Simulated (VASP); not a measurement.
# Sr (Pm-3n) in VASP: notebook

The runs below take Sr through single point, with BLYP.

Everything below comes from runs of VASP 6.6.1. Logs are shortened: lines on timing, memory, paths and dates and some standing lists are left out, and cuts for length are marked.

### 1 The cell of the first run

The structure is cubic, space group Pm-3n (No. 223). Conventional cell: a = 7.703 Å, b = 7.703 Å, c = 7.703 Å, α = 90.00°, β = 90.00°, γ = 90.00°. Within 5.6 Å of Sr (site symmetry m-3) lie 12 Sr at 4.31 Å. Sr (site symmetry -4m2) has 14 Sr at 3.85 to 4.72 Å within 5.1 Å.

### 2 Single point, BLYP

Contents of INCAR:

```
SYSTEM = Sr
PREC = Accurate ; ENCUT = 520
EDIFF = 1E-6 ; ISMEAR = -1
SIGMA = 0.1 ; LREAL = .FALSE.
LASPH = .TRUE. ; NELM = 80
ALGO = Normal ; ISIF = 2
LWAVE = .FALSE. ; LCHARG = .TRUE.
GGA = B5 ; ALDAX = 1.0
AGGAX = 1.0 ; AGGAC = 1.0
ALDAC = 0.0 ; LELF = .TRUE.
LVHAR = .TRUE. ; NBANDS = 50
```

Contents of KPOINTS:

```
regular mesh
0
G
  4 4 4
  0 0 0
```

Contents of POSCAR:

```
Sr
1.0
    7.7032640044      0.0000000000      0.0000000000
    0.0000000000      7.7032640044      0.0000000000
    0.0000000000      0.0000000000      7.7032640044
Sr
8
Direct
    0.0000000000      0.0000000000      1.0000000000
    0.5000000000      0.5000000000      0.5000000000
    0.2500000000      0.0000000000      0.5000000000
    0.7500000000      1.0000000000      0.5000000000
    0.5000000000      0.2500000000      1.0000000000
    0.5000000000      0.7500000000      1.0000000000
    0.0000000000      0.5000000000      0.2500000000
    0.0000000000      0.5000000000      0.7500000000
```

Potentials or basis: VASP PAW PBE potentials, release 64 (Sr_sv).

Launch:

```sh
$ cat potpaw_PBE.64/Sr_sv/POTCAR > POTCAR
$ mpirun -np 1 vasp_std > vasp.out
```

OUTCAR:

```text
SYSTEM = Sr
   PREC = Accurate
   ENCUT = 520
   EDIFF = 1E-6
   ISMEAR = -1
   LREAL = .FALSE.
   LASPH = .TRUE.
   NELM = 80
   ISIF = 2
   GGA = B5

 ion  position               nearest neighbor table
   1  0.000  0.000  0.000-   3 4.31   4 4.31   5 4.31   6 4.31   7 4.31   8 4.31   3 4.31   4 4.31
                             7 4.31   8 4.31   5 4.31   6 4.31
   2  0.500  0.500  0.500-   3 4.31   4 4.31   5 4.31   6 4.31   7 4.31   8 4.31   5 4.31   6 4.31
                             3 4.31   4 4.31   7 4.31   8 4.31
   3  0.250  0.000  0.500-   4 3.85   4 3.85   1 4.31   1 4.31   2 4.31   2 4.31   8 4.72   5 4.72
                             5 4.72   6 4.72   6 4.72   7 4.72   8 4.72   7 4.72
   4  0.750  0.000  0.500-   3 3.85   3 3.85   1 4.31   1 4.31   2 4.31   2 4.31   8 4.72   5 4.72
                             5 4.72   6 4.72   6 4.72   7 4.72   8 4.72   7 4.72
   5  0.500  0.250  0.000-   6 3.85   6 3.85   1 4.31   2 4.31   2 4.31   1 4.31   8 4.72   4 4.72
                             3 4.72   4 4.72   3 4.72   7 4.72   7 4.72   8 4.72
   6  0.500  0.750  0.000-   5 3.85   5 3.85   1 4.31   2 4.31   2 4.31   1 4.31   8 4.72   4 4.72
                             3 4.72   4 4.72   3 4.72   7 4.72   7 4.72   8 4.72
   7  0.000  0.500  0.250-   8 3.85   8 3.85   1 4.31   2 4.31   1 4.31   2 4.31   3 4.72   4 4.72
                             5 4.72   3 4.72   4 4.72   6 4.72   5 4.72   6 4.72
   8  0.000  0.500  0.750-   7 3.85   7 3.85   1 4.31   2 4.31   1 4.31   2 4.31   3 4.72   4 4.72
                             5 4.72   3 4.72   4 4.72   6 4.72   5 4.72   6 4.72

  LATTYP: Found a simple cubic cell.
 ALAT       =     7.7032640044

  Lattice vectors:

 A1 = (   7.7032640044,   0.0000000000,   0.0000000000)
 A2 = (   0.0000000000,   7.7032640044,   0.0000000000)
 A3 = (   0.0000000000,   0.0000000000,   7.7032640044)

Analysis of symmetry for initial positions (statically):
=====================================================================
 Subroutine PRICEL returns:
 Original cell was already a primitive cell.

 Routine SETGRP: Setting up the symmetry group for a
 simple cubic supercell.

 Subroutine GETGRP returns: Found 48 space group operations
 (whereof 24 operations were pure point group operations)
 out of a pool of 48 trial point group operations.

The static configuration has the point symmetry T_h .
 The point group associated with its full space group is O_h .

Analysis of symmetry for dynamics (positions and initial velocities):
=====================================================================
 Subroutine PRICEL returns:
 Original cell was already a primitive cell.

 Routine SETGRP: Setting up the symmetry group for a
 simple cubic supercell.

 Subroutine GETGRP returns: Found 48 space group operations
 (whereof 24 operations were pure point group operations)
 out of a pool of 48 trial point group operations.

The dynamic configuration has the point symmetry T_h .
 The point group associated with its full space group is O_h .

 Subroutine INISYM returns: Found 48 space group operations
 (whereof 24 operations are pure point group operations),
 and found     1 'primitive' translations

----------------------------------------------------------------------------------------

                                     Primitive cell

  volume of cell :     457.1138

  direct lattice vectors                    reciprocal lattice vectors
     7.703264004  0.000000000  0.000000000     0.129815102  0.000000000  0.000000000
     0.000000000  7.703264004  0.000000000     0.000000000  0.129815102  0.000000000
     0.000000000  0.000000000  7.703264004     0.000000000  0.000000000  0.129815102

  length of vectors
     7.703264004  7.703264004  7.703264004     0.129815102  0.129815102  0.129815102

  position of ions in fractional coordinates (direct lattice)
     0.000000000  0.000000000  0.000000000
     0.500000000  0.500000000  0.500000000
     0.250000000  0.000000000  0.500000000
     0.750000000  0.000000000  0.500000000
     0.500000000  0.250000000  0.000000000
     0.500000000  0.750000000  0.000000000
     0.000000000  0.500000000  0.250000000
     0.000000000  0.500000000  0.750000000

  ion indices of the primitive-cell ions
   primitive index   ion index
                 1           1
                 2           2
                 3           3
                 4           4
                 5           5
                 6           6
                 7           7
                 8           8

----------------------------------------------------------------------------------------

 KPOINTS: regular mesh

Automatic generation of k-mesh.
 Grid dimensions read from file:
 generate k-points for:    4    4    4

 Generating k-lattice:

  Cartesian coordinates                     Fractional coordinates (reciprocal lattice)
     0.032453775  0.000000000  0.000000000     0.250000000  0.000000000  0.000000000
     0.000000000  0.032453775  0.000000000     0.000000000  0.250000000  0.000000000
     0.000000000  0.000000000  0.032453775     0.000000000  0.000000000  0.250000000

  Length of vectors
     0.032453775  0.032453775  0.032453775

  Shift w.r.t. Gamma in fractional coordinates (k-lattice)
     0.000000000  0.000000000  0.000000000

 Subroutine IBZKPT returns following result:
 ===========================================

 Found     10 irreducible k-points:

 Following reciprocal coordinates:
            Coordinates               Weight
  0.000000  0.000000  0.000000      1.000000
  0.250000  0.000000  0.000000      6.000000
  0.500000  0.000000  0.000000      3.000000
  0.250000  0.250000  0.000000     12.000000
  0.500000  0.250000  0.000000     12.000000
  0.500000  0.500000  0.000000      3.000000
  0.250000  0.250000  0.250000      8.000000
  0.500000  0.250000  0.250000     12.000000
  0.500000  0.500000  0.250000      6.000000
  0.500000  0.500000  0.500000      1.000000
   k-points           NKPTS =     10   k-points in BZ     NKDIM =     10   number of bands    NBANDS=     50
   number of dos      NEDOS =    301   number of ions     NIONS =      8
   total plane-waves  NPLWV = 216000
   dimension x,y,z NGX =    60 NGY =   60 NGZ =   60
   dimension x,y,z NGXF=   120 NGYF=  120 NGZF=  120
   ions per type =               8
   NGX,Y,Z   is equivalent  to a cutoff of  12.95, 12.95, 12.95 a.u.
   NGXF,Y,Z  is equivalent  to a cutoff of  25.90, 25.90, 25.90 a.u.
 SYSTEM =  Sr
   PREC   = accura    normal or accurate (medium, high low for compatibility)
   ISTART =      0    job   : 0-new  1-cont  2-samecut
   ICHARG =      2    charge: 1-file 2-atom 10-const
   ISPIN  =      1    spin polarized calculation?
   LNONCOLLINEAR =      F non collinear calculations
   LSORBIT =      F    spin-orbit coupling
   LASPH  =      T    aspherical Exc in radial PAW
   ENCUT  =  520.0 eV  38.22 Ry    6.18 a.u.  14.32 14.32 14.32*2*pi/ulx,y,z
   NELM   =     80;   NELMIN=  2; NELMDL= -5     # of ELM steps
   EDIFF  = 0.1E-05   stopping-criterion for ELM
   LREAL  =      F    real-space projection
   EDIFFG = 0.1E-04   stopping-criterion for IOM
   NSW    =      0    number of steps for IOM
   IBRION =     -1    ionic relax: 0-MD 1-quasi-New 2-CG
   NFREE  =      0    steps in history (QN), initial steepest desc. (CG)
   ISIF   =      2    stress and relaxation
   ISYM   =      2    0-nonsym 1-usesym 2-fastsym
   POTIM  = 0.5000    time-step for ionic-motion
   TEBEG  =    0.0;   TEEND  =   0.0 temperature during run
   PSTRESS=    0.0 pullay stress
   NELECT =      80.0000    total number of electrons
   NUPDOWN=      -1.0000    fix difference up-down
   EMIN   =  10.00;   EMAX   =-10.00  energy-range for DOS
   EFERMI =   0.00;   METHOD = LEGACY
   ISMEAR =    -1;   SIGMA  =   0.10  broadening in eV -4-tet -1-fermi 0-gaus
   EFERMI_NEDOS =   21; number of points for ismear=-14 and -15
   IALGO  =     38    algorithm
   IMIX   =      4    mixing-type and parameters
     AMIX     =   0.40;   BMIX     =  1.00
     AMIX_MAG =   1.60;   BMIX_MAG =  1.00
  volume/ion in A,a.u.               =      57.14       385.59
  Fermi-wavevector in a.u.,A,eV,Ry     =   0.915721  1.730463 11.409107  0.838546
  Thomas-Fermi vector in A             =   2.040495
   LORBIT       =      0    0 simple, 1 ext, 2 COOP (PROOUT), +10 PAW based schemes
   GGA     = B5    functional components
   LHFCALC =     F    Hartree Fock is set to
   AEXX    =    0.0000 exact exchange contribution
   IVDW    =     0    specifies the selected vdW correction
   LEPSILON=     F    determine dielectric tensor
   LRPA    =     F    only Hartree local field effects (RPA)
 non-spin polarized calculation
  energy-cutoff  :      520.00
  volume of cell :      457.11
 maximum number of plane-waves:     12400
 NGX is ok and might be reduce to    60
   NGX = 29   NGY = 29   NGZ = 29

 number of electron      80.0000000 magnetization

 Free energy of the ion-electron system (eV)
  ---------------------------------------------------
  ext. energy  EPLUGINS =         0.00000000
  ---------------------------------------------------
  free energy    TOTEN  =        -7.36375436 eV

  energy without entropy =       -7.07702132  energy(sigma->0) =       -7.22038784

 E-fermi :   1.9143     XC(G=0):  -6.7812

 val. band max:        1.8928313113   @ k =   0.2500   0.0000   0.0000
 cond. band min:       1.9256821747   @ k =   0.2500   0.0000   0.0000
 fundamental gap:      0.0328508633
 Fermi energy:         1.9142742770

 k-point     1 :       0.0000    0.0000    0.0000
  band No.  band energies     occupation
      1     -34.8783      2.00000
      2     -34.8705      2.00000
      3     -34.8705      2.00000
      4     -34.8673      2.00000
      5     -34.8627      2.00000
      6     -34.8535      2.00000
[... 42 lines left out ...]
     49       2.5924      0.00227
     50       2.5980      0.00214
[... 475 lines left out ...]
     49       2.8871      0.00012
     50       2.8887      0.00012

------------------------ aborting loop because EDIFF is reached ----------------------------------------

  FORCE on cell =-STRESS in cart. coord.  units (eV):
  Direction    XX          YY          ZZ          XY          YZ          ZX
  --------------------------------------------------------------------------------------
  -------------------------------------------------------------------------------------
  Total        0.0030868      0.0030868      0.0030868      0.0000000      0.0000000      0.0000000
  in kB        0.0108193      0.0108193      0.0108193      0.0000000      0.0000000      0.0000000
  external PRESSURE =       0.0108193 kB  Pullay stress =       0.0000000 kB

 VOLUME and BASIS-vectors are now :
 -----------------------------------------------------------------------------
  energy-cutoff  :      520.00
  volume of cell :      457.11
      direct lattice vectors                 reciprocal lattice vectors
     7.703264004  0.000000000  0.000000000     0.129815102  0.000000000  0.000000000
     0.000000000  7.703264004  0.000000000     0.000000000  0.129815102  0.000000000
     0.000000000  0.000000000  7.703264004     0.000000000  0.000000000  0.129815102

 POSITION                                       TOTAL-FORCE (eV/Angst)
 -----------------------------------------------------------------------------------
      0.00000      0.00000      0.00000        -0.000000     -0.000000      0.000000
      3.85163      3.85163      3.85163        -0.000000     -0.000000      0.000000
      1.92582      0.00000      3.85163         0.000000     -0.000000     -0.000000
      5.77745      0.00000      3.85163        -0.000000      0.000000      0.000000
      3.85163      1.92582      0.00000         0.000000     -0.000000      0.000000
      3.85163      5.77745      0.00000        -0.000000      0.000000     -0.000000
      0.00000      3.85163      1.92582        -0.000000      0.000000      0.000000
      0.00000      3.85163      5.77745         0.000000     -0.000000      0.000000
 -----------------------------------------------------------------------------------
    total drift:                                0.000000      0.000000     -0.000000

  FREE ENERGIE OF THE ION-ELECTRON SYSTEM (eV)
  ---------------------------------------------------
  free  energy   TOTEN  =        -7.3637543565 eV

  energy  without entropy=       -7.0770213234  energy(sigma->0) =       -7.22038784
```

Wall time 4.7 min (1 thread of Intel Xeon Platinum 8375C at 2.90GHz (Ice Lake), shared host); peak memory 0.55 GiB.

Results:

```yaml
Free_energy: -7.3638 eV
Pressure: 0.0 GPa
Band_gap_on_the_k_mesh: zero (band 40 reaches 2.15 eV, above the bottom of band 41 at 1.84 eV)
```

Caveat: the PAW data sets were made with another functional, which shifts forces and pressure a little.

### 3 Single point, BLYP

Contents of INCAR:

```
SYSTEM = Sr
PREC = Accurate
ENCUT = 520
EDIFF = 1E-6
ISMEAR = -1
SIGMA = 0.1
LREAL = .FALSE.
LASPH = .TRUE.
NELM = 100
ALGO = Normal
ISIF = 2
LWAVE = .FALSE.
LCHARG = .FALSE.
GGA = B5
ALDAX = 1.0
AGGAX = 1.0
AGGAC = 1.0
ALDAC = 0.0
NBANDS = 50
```

Contents of KPOINTS:

```
regular mesh
0
G
  5 5 5
  0 0 0
```

POSCAR is that of step 2.

Potentials or basis: VASP PAW PBE potentials, release 64 (Sr_sv).

Launch:

```sh
$ cat potpaw_PBE.64/Sr_sv/POTCAR > POTCAR
$ mpirun -np 1 vasp_std > vasp.out
```

Wall time 4.3 min (1 thread of Intel Xeon Platinum 8375C at 2.90GHz (Ice Lake), shared host); peak memory 0.55 GiB.

Results (log left out):

```yaml
Free_energy: -7.3592 eV
Pressure: 0.0 GPa
Band_gap_on_the_k_mesh: zero (band 40 reaches 2.15 eV, above the bottom of band 41 at 1.86 eV)
```

Levels at points of the mesh, in eV from the Fermi level:
| k point | band 36 | band 37 | band 38 | band 39 | band 40 | band 41 | band 42 | band 43 | band 44 | band 45 |
| --- | --- | --- | --- | --- | --- | --- | --- | --- | --- | --- |
| (0.00, 0.00, 0.00) | -1.18 | -0.54 | -0.54 | -0.54 | 0.24 | 0.24 | 0.24 | 0.34 | 0.34 | 0.34 |

Caveat: the PAW data sets were made with another functional, which shifts forces and pressure a little.
